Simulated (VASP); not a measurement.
# CuO (Pm-3m) in VASP: single point with LDA+U

Aim: the single point of CuO with LDA+U.

All numbers are computed with VASP 6.6.1; they aren't measurements. Logs are shortened: lines on timing, memory, paths and dates and some standing lists are left out, and cuts for length are marked.

## (1) The cell of the first run

It takes space group Pm-3m (No. 221, cubic). The conventional cell has a = 2.553 Å, b = 2.553 Å, c = 2.553 Å, α = 90.00°, β = 90.00°, γ = 90.00°. Cu (site symmetry m-3m) has 8 O at 2.21 Å and 6 Cu at 2.55 Å within 2.9 Å. Within 2.9 Å of O (site symmetry m-3m) lie 8 Cu at 2.21 Å and 6 O at 2.55 Å.

## (2) Single point, LDA+U

Contents of INCAR:

```
PREC = Accurate
ENCUT = 600
EDIFF = 1E-6
ISMEAR = 0
SIGMA = 0.05
LREAL = False
LASPH = True
NELM = 200
ALGO = Normal
ISIF = 2
LWAVE = False
LCHARG = False
LMAXMIX = 4
LDAU = True
LDAUTYPE = 2
LDAUL = 2 -1
LDAUU = 8 0
LDAUJ = 0 0
LDAUPRINT = 1
GGA = CA
NBANDS = 16
GGA_COMPAT = False
```

Contents of KPOINTS:

```
regular mesh
0
Gamma
  7 7 7
```

Contents of POSCAR:

```
CuO
1.0
    2.5525506100      0.0000000000      0.0000000000
    0.0000000000      2.5525506100      0.0000000000
    0.0000000000      0.0000000000      2.5525506100
Cu O
1 1
Direct
    0.0000000000      0.0000000000      0.0000000000
    0.5000000000      0.5000000000      0.5000000000
```

Potentials or basis: VASP PAW LDA potentials, release 64 (Cu, O).

Started as:

```bash
$ cat potpaw_LDA.64/Cu/POTCAR potpaw_LDA.64/O/POTCAR > POTCAR
$ mpirun -np 1 vasp_std > vasp.out
```

OUTCAR:

```text
PREC = Accurate
   ENCUT = 600
   EDIFF = 1E-6
   ISMEAR = 0
   LREAL = False
   LASPH = True
   NELM = 200
   ISIF = 2
   GGA = CA

 ion  position               nearest neighbor table
   1  0.000  0.000  0.000-   2 2.21   2 2.21   2 2.21   2 2.21   2 2.21   2 2.21   2 2.21   2 2.21

   2  0.500  0.500  0.500-   1 2.21   1 2.21   1 2.21   1 2.21   1 2.21   1 2.21   1 2.21   1 2.21

  LATTYP: Found a simple cubic cell.
 ALAT       =     2.5525506100

  Lattice vectors:

 A1 = (   2.5525506100,   0.0000000000,   0.0000000000)
 A2 = (   0.0000000000,   2.5525506100,   0.0000000000)
 A3 = (   0.0000000000,   0.0000000000,   2.5525506100)

Analysis of symmetry for initial positions (statically):
=====================================================================
 Subroutine PRICEL returns:
 Original cell was already a primitive cell.

 Routine SETGRP: Setting up the symmetry group for a
 simple cubic supercell.

 Subroutine GETGRP returns: Found 48 space group operations
 (whereof 48 operations were pure point group operations)
 out of a pool of 48 trial point group operations.

The static configuration has the point symmetry O_h .

Analysis of symmetry for dynamics (positions and initial velocities):
=====================================================================
 Subroutine PRICEL returns:
 Original cell was already a primitive cell.

 Routine SETGRP: Setting up the symmetry group for a
 simple cubic supercell.

 Subroutine GETGRP returns: Found 48 space group operations
 (whereof 48 operations were pure point group operations)
 out of a pool of 48 trial point group operations.

The dynamic configuration has the point symmetry O_h .

 Subroutine INISYM returns: Found 48 space group operations
 (whereof 48 operations are pure point group operations),
 and found     1 'primitive' translations

----------------------------------------------------------------------------------------

                                     Primitive cell

  volume of cell :      16.6312

  direct lattice vectors                    reciprocal lattice vectors
[... 135 lines left out ...]

spin component  2

  0.9371  0.0000 -0.0000 -0.0000  0.0000
  0.0000  0.9371  0.0000  0.0000 -0.0000
 -0.0000  0.0000  0.9666  0.0000 -0.0000
 -0.0000  0.0000  0.0000  0.9371 -0.0000
  0.0000 -0.0000 -0.0000 -0.0000  0.9666

 occupancies and eigenvectors

  o =  0.9371  v =  0.0000  0.9999 -0.0000 -0.0101  0.0000  0.0000  0.0000  0.0000  0.0000  0.0000      0.0000  0.0000  0.0000  0.0000  0.0000  0.0000  0.0000  0.0000  0.0000  0.0000
  o =  0.9371  v =  0.0000  0.0000  0.0000  0.0000  0.0000  0.0000  0.9999 -0.0000 -0.0101  0.0000      0.0000  0.0000  0.0000  0.0000  0.0000  0.0000  0.0000  0.0000  0.0000  0.0000
  o =  0.9371  v =  1.0000  0.0000  0.0000  0.0000  0.0000  0.0000  0.0000  0.0000  0.0000  0.0000      0.0000  0.0000  0.0000  0.0000  0.0000  0.0000  0.0000  0.0000  0.0000  0.0000
  o =  0.9371  v =  0.0000  0.0000  0.0000  0.0000  0.0000  1.0000  0.0000  0.0000  0.0000  0.0000      0.0000  0.0000  0.0000  0.0000  0.0000  0.0000  0.0000  0.0000  0.0000  0.0000
  o =  0.9371  v =  0.0000 -0.0101  0.0000 -0.9999 -0.0000  0.0000  0.0000  0.0000  0.0000  0.0000      0.0000  0.0000  0.0000  0.0000  0.0000  0.0000  0.0000  0.0000  0.0000  0.0000
  o =  0.9371  v =  0.0000  0.0000  0.0000  0.0000  0.0000  0.0000 -0.0101  0.0000 -0.9999 -0.0000      0.0000  0.0000  0.0000  0.0000  0.0000  0.0000  0.0000  0.0000  0.0000  0.0000
  o =  0.9666  v =  0.0000  0.0000  0.0000  0.0000  0.0000  0.0000 -0.0000 -0.9992  0.0000  0.0397      0.0000  0.0000  0.0000  0.0000  0.0000  0.0000  0.0000  0.0000  0.0000  0.0000
  o =  0.9666  v =  0.0000 -0.0000 -0.9992  0.0000  0.0397  0.0000  0.0000  0.0000  0.0000  0.0000      0.0000  0.0000  0.0000  0.0000  0.0000  0.0000  0.0000  0.0000  0.0000  0.0000
  o =  0.9666  v =  0.0000  0.0000  0.0000  0.0000  0.0000  0.0000  0.0000 -0.0397  0.0000 -0.9992      0.0000  0.0000  0.0000  0.0000  0.0000  0.0000  0.0000  0.0000  0.0000  0.0000
  o =  0.9666  v =  0.0000  0.0000 -0.0397  0.0000 -0.9992  0.0000  0.0000  0.0000  0.0000  0.0000      0.0000  0.0000  0.0000  0.0000  0.0000  0.0000  0.0000  0.0000  0.0000  0.0000

 number of electron      16.9999977 magnetization

 Free energy of the ion-electron system (eV)
  ---------------------------------------------------
  ext. energy  EPLUGINS =         0.00000000
  ---------------------------------------------------
  free energy    TOTEN  =        -8.03408219 eV

  energy without entropy =       -8.02698361  energy(sigma->0) =       -8.03053290

 E-fermi :   6.2008     XC(G=0): -13.7744

 val. band max:        6.1952860097   @ k =   0.4286   0.2857   0.0000
 cond. band min:       6.2041143139   @ k =   0.2857   0.2857   0.0000
 fundamental gap:      0.0088283042
 Fermi energy:         6.2008019366

 k-point     1 :       0.0000    0.0000    0.0000
  band No.  band energies     occupation
      1     -12.9531      2.00000
      2       1.3563      2.00000
      3       1.3563      2.00000
      4       3.5097      2.00000
      5       3.5097      2.00000
      6       3.5097      2.00000
[... 357 lines left out ...]
      3      -0.4753      2.00000
      4      -0.1673      2.00000
      5       3.6843      2.00000
      6       3.6843      2.00000
[... 8 lines left out ...]
     15      29.0154      0.00000
     16      29.0154      0.00000

------------------------ aborting loop because EDIFF is reached ----------------------------------------

  FORCE on cell =-STRESS in cart. coord.  units (eV):
  Direction    XX          YY          ZZ          XY          YZ          ZX
  --------------------------------------------------------------------------------------
  -------------------------------------------------------------------------------------
  Total       -0.7902738     -0.7902738     -0.7902738      0.0000000     -0.0000000     -0.0000000
  in kB      -76.1316265    -76.1316265    -76.1316265      0.0000000     -0.0000000     -0.0000000
  external PRESSURE =     -76.1316265 kB  Pullay stress =       0.0000000 kB

 VOLUME and BASIS-vectors are now :
 -----------------------------------------------------------------------------
  energy-cutoff  :      600.00
  volume of cell :       16.63
      direct lattice vectors                 reciprocal lattice vectors
     2.552550610  0.000000000  0.000000000     0.391765004  0.000000000  0.000000000
     0.000000000  2.552550610  0.000000000     0.000000000  0.391765004  0.000000000
     0.000000000  0.000000000  2.552550610     0.000000000  0.000000000  0.391765004

 POSITION                                       TOTAL-FORCE (eV/Angst)
 -----------------------------------------------------------------------------------
      0.00000      0.00000      0.00000         0.000000      0.000000      0.000000
      1.27628      1.27628      1.27628         0.000000      0.000000      0.000000
 -----------------------------------------------------------------------------------
    total drift:                               -0.000000      0.000000      0.000000

  FREE ENERGIE OF THE ION-ELECTRON SYSTEM (eV)
  ---------------------------------------------------
  free  energy   TOTEN  =        -8.0340821938 eV

  energy  without entropy=       -8.0269836146  energy(sigma->0) =       -8.03053290
```

Run time: 3.2 s. Hardware: 1 thread of AMD EPYC 9R45 (Zen 5), shared host; peak memory 0.09 GiB.

What came out:

* Free energy: -8.0341 eV
* Pressure: -7.6 GPa
* Band gap on the k mesh: zero (an odd number of electrons rules out a gap without spin polarisation)

Eigenvalues of the final occupation matrices:
| site | spin | trace | eigenvalues |
| --- | --- | --- | --- |
| site 1 d | 1 | 4.74 | 0.94 0.94 0.94 0.97 0.97 |
| site 1 d | 2 | 4.74 | 0.94 0.94 0.94 0.97 0.97 |

Caveat: the cell stands under tension; an odd number of electrons without spin polarisation forces a metal; a magnetic or distorted state may lie lower; U without spin polarisation on a metal has little footing.
